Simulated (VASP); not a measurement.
# HRh2 (Fm-3m) in VASP: notebook, part 2 of 2

VASP 6.6.1.

## 4. Single point, PBE

This run uses another cell than the first one, of 11.17 Å³/atom.

INCAR

```
SYSTEM = HRh2
  ALGO = Normal
  EDIFF = 1E-6
  ENCUT = 520
  GGA = PE
  ISIF = 2
  ISMEAR = -1
  LASPH = .TRUE.
  LCHARG = .TRUE.
  LELF = .TRUE.
  LREAL = .FALSE.
  LVHAR = .TRUE.
  LWAVE = .FALSE.
  NBANDS = 22
  NELM = 60
  PREC = Accurate
  SIGMA = 0.05
```

KPOINTS

```
k-points
0
G
  9 9 9
  0 0 0
```

POSCAR

```
HRh2
1.0
    0.0000000000      2.5590982709      2.5590982709
    2.5590982709      0.0000000000      2.5590982709
    2.5590982709      2.5590982709      0.0000000000
H Rh
1 2
Direct
    0.0000000000      0.0000000000      0.0000000000
    0.2500000000      0.2500000000      0.2500000000
    0.7500000000      0.7500000000      0.7500000000
```

Potentials or basis: VASP PAW PBE potentials, release 64 (H, Rh_pv).

Started as:

```sh
$ cat potpaw_PBE.64/H/POTCAR potpaw_PBE.64/Rh_pv/POTCAR > POTCAR
$ mpirun -np 1 vasp_std > vasp.out
```

OUTCAR:

```text
SYSTEM = HRh2
   EDIFF = 1E-6
   ENCUT = 520
   GGA = PE
   ISIF = 2
   ISMEAR = -1
   LASPH = .TRUE.
   LREAL = .FALSE.
   NELM = 60
   PREC = Accurate

 ion  position               nearest neighbor table
   1  0.000  0.000  0.000-
   2  0.250  0.250  0.250-   3 2.56   3 2.56   3 2.56   3 2.56   3 2.56   3 2.56
   3  0.750  0.750  0.750-   2 2.56   2 2.56   2 2.56   2 2.56   2 2.56   2 2.56

  LATTYP: Found a face centered cubic cell.
 ALAT       =     5.1181965418

  Lattice vectors:

 A1 = (   0.0000000000,   2.5590982709,   2.5590982709)
 A2 = (   2.5590982709,   0.0000000000,   2.5590982709)
 A3 = (   2.5590982709,   2.5590982709,   0.0000000000)

Analysis of symmetry for initial positions (statically):
=====================================================================
 Subroutine PRICEL returns:
 Original cell was already a primitive cell.

 Routine SETGRP: Setting up the symmetry group for a
 face centered cubic supercell.

 Subroutine GETGRP returns: Found 48 space group operations
 (whereof 48 operations were pure point group operations)
 out of a pool of 48 trial point group operations.

[... 161 lines left out ...]
  energy without entropy =      -16.06675782  energy(sigma->0) =      -16.08353884

 E-fermi :   9.5547     XC(G=0): -13.0297

 val. band max:        9.5440682524   @ k =  -0.1111   0.1111   0.0000
 cond. band min:       9.5607667938   @ k =  -0.3333   0.3333   0.0000
 fundamental gap:      0.0166985414
 Fermi energy:         9.5546951275

 k-point     1 :       0.0000    0.0000    0.0000
  band No.  band energies     occupation
      1     -36.9450      2.00000
      2     -36.9450      2.00000
      3     -36.9450      2.00000
      4     -36.4517      2.00000
      5     -36.4517      2.00000
      6     -36.4517      2.00000
[... 589 lines left out ...]
     21      17.4621      0.00000
     22      22.2522      0.00000

 [... further k-points ...]

------------------------ aborting loop because EDIFF is reached ----------------------------------------

  FORCE on cell =-STRESS in cart. coord.  units (eV):
  Direction    XX          YY          ZZ          XY          YZ          ZX
  --------------------------------------------------------------------------------------
  -------------------------------------------------------------------------------------
  Total        0.8868672      0.8868672      0.8868672      0.0000000     -0.0000000     -0.0000000
  in kB       42.3914510     42.3914510     42.3914510      0.0000000     -0.0000000     -0.0000000
  external PRESSURE =      42.3914510 kB  Pullay stress =       0.0000000 kB

 VOLUME and BASIS-vectors are now :
 -----------------------------------------------------------------------------
  energy-cutoff  :      520.00
  volume of cell :       33.52
      direct lattice vectors                 reciprocal lattice vectors
     0.000000000  2.559098271  2.559098271    -0.195381321  0.195381321  0.195381321
     2.559098271  0.000000000  2.559098271     0.195381321 -0.195381321  0.195381321
     2.559098271  2.559098271  0.000000000     0.195381321  0.195381321 -0.195381321

 POSITION                                       TOTAL-FORCE (eV/Angst)
 -----------------------------------------------------------------------------------
      0.00000      0.00000      0.00000         0.000000     -0.000000     -0.000000
      1.27955      1.27955      1.27955        -0.000000      0.000000     -0.000000
      3.83865      3.83865      3.83865        -0.000000     -0.000000      0.000000
 -----------------------------------------------------------------------------------
    total drift:                                0.000000      0.000000      0.000000

  FREE ENERGIE OF THE ION-ELECTRON SYSTEM (eV)
  ---------------------------------------------------
  free  energy   TOTEN  =       -16.1003198598 eV

  energy  without entropy=      -16.0667578185  energy(sigma->0) =      -16.08353884
```

OSZICAR:

```text
N       E                     dE             d eps       ncg     rms          rms(c)
DAV:   1     0.327407634688E+03    0.32741E+03   -0.18778E+04  1548   0.153E+03
DAV:   2    -0.976936245015E+01   -0.33718E+03   -0.32388E+03  1630   0.467E+02
DAV:   3    -0.166610736841E+02   -0.68917E+01   -0.68180E+01  1756   0.762E+01
DAV:   4    -0.167086092600E+02   -0.47536E-01   -0.47532E-01  1764   0.635E+00
DAV:   5    -0.167093601881E+02   -0.75093E-03   -0.75092E-03  1774   0.817E-01    0.124E+01
DAV:   6    -0.161078425304E+02    0.60152E+00   -0.17328E+00  1624   0.132E+01    0.528E+00
DAV:   7    -0.161024142508E+02    0.54283E-02   -0.23106E-02  1648   0.130E+00    0.291E+00
DAV:   8    -0.161003284575E+02    0.20858E-02   -0.25421E-03  1666   0.560E-01    0.299E-02
DAV:   9    -0.161003249725E+02    0.34851E-05   -0.67340E-05  1764   0.815E-02    0.156E-02
DAV:  10    -0.161003207943E+02    0.41782E-05   -0.68868E-06  1690   0.249E-02    0.562E-03
DAV:  11    -0.161003198598E+02    0.93452E-06   -0.45932E-07  1106   0.415E-03
   1 F= -.16100320E+02 E0= -.16083539E+02  d E =-.335620E-01
```

Wall time 25 s (1 thread of Intel Xeon Platinum 8259CL at 2.50GHz (Skylake/Cascade Lake), shared host); peak memory 0.16 GiB.

Results:

```
Free energy            : -16.1003 eV
Pressure               : 4.2 GPa
Band gap on the k mesh : zero (an odd number of electrons rules out a gap without spin polarisation)
```

Caveat: the cell stands under pressure.

## 5. Single point, PBE

This run uses another cell than the first one, of 11.40 Å³/atom.

INCAR

```
ALGO     = Normal         # electronic algorithm
EDIFF    = 1E-7           # SCF threshold, eV
ENCUT    = 520            # plane-wave cutoff, eV
GGA      = PE             # functional
ISIF     = 2              # what is computed and relaxed
ISMEAR   = -1             # smearing method
LASPH    = True           # aspherical terms in the spheres
LCHARG   = False          # write CHGCAR
LREAL    = False          # projectors in reciprocal space
LWAVE    = False          # write WAVECAR
NBANDS   = 22             # bands
NELM     = 60             # most SCF steps
PREC     = Accurate       # precision mode
SIGMA    = 0.05           # smearing width, eV
```

KPOINTS

```
k-points
0
Gamma
  9 9 9
```

POSCAR

```
HRh2
1.0
    0.0000000000      2.5763900000      2.5763900000
    2.5763900000      0.0000000000      2.5763900000
    2.5763900000      2.5763900000      0.0000000000
H Rh
1 2
Direct
    0.0000000000      0.0000000000      0.0000000000
    0.2500000000      0.2500000000      0.2500000000
    0.7500000000      0.7500000000      0.7500000000
```

Started as:

```sh
$ cat potpaw_PBE.64/H/POTCAR potpaw_PBE.64/Rh_pv/POTCAR > POTCAR
$ mpirun -np 1 vasp_std > vasp.out
```

Wall time 41 s (1 thread of Intel Xeon Platinum 8259CL at 2.50GHz (Skylake/Cascade Lake), shared host); peak memory 0.17 GiB.

The run converged. Its results:

* Free energy: -16.1100 eV
* Pressure: 0.1 GPa
* Band gap on the k mesh: zero (an odd number of electrons rules out a gap without spin polarisation)

Levels at points of the mesh, in eV from the Fermi level:
```
           k point  band 13  band 14  band 15  band 16  band 17  band 18
(0.00, 0.00, 0.00)     0.56     0.56     0.56     2.17     2.17     3.10
```

## 6. Summary

```tsv
cell	gap on the mesh (eV)	pressure (GPa)
a = 3.569 Å, angles 60.0°, 3 atoms	none	14.0
a = 3.594 Å, angles 60.0°, 3 atoms	none	8.8
a = 3.619 Å, angles 60.0°, 3 atoms	none	4.2
a = 3.644 Å, angles 60.0°, 3 atoms	none	0.1
```

Alike in all rows: task single point; level PBE; potentials or basis VASP PAW PBE potentials, release 64 (H, Rh_pv); no spin polarisation; k mesh 9 × 9 × 9; cutoff (eV) 520; smearing fermi-dirac 0.05 eV.

Caveats: the cell stands under pressure (at least some runs).

Absolute energies hang on the potentials; compare differences alone.
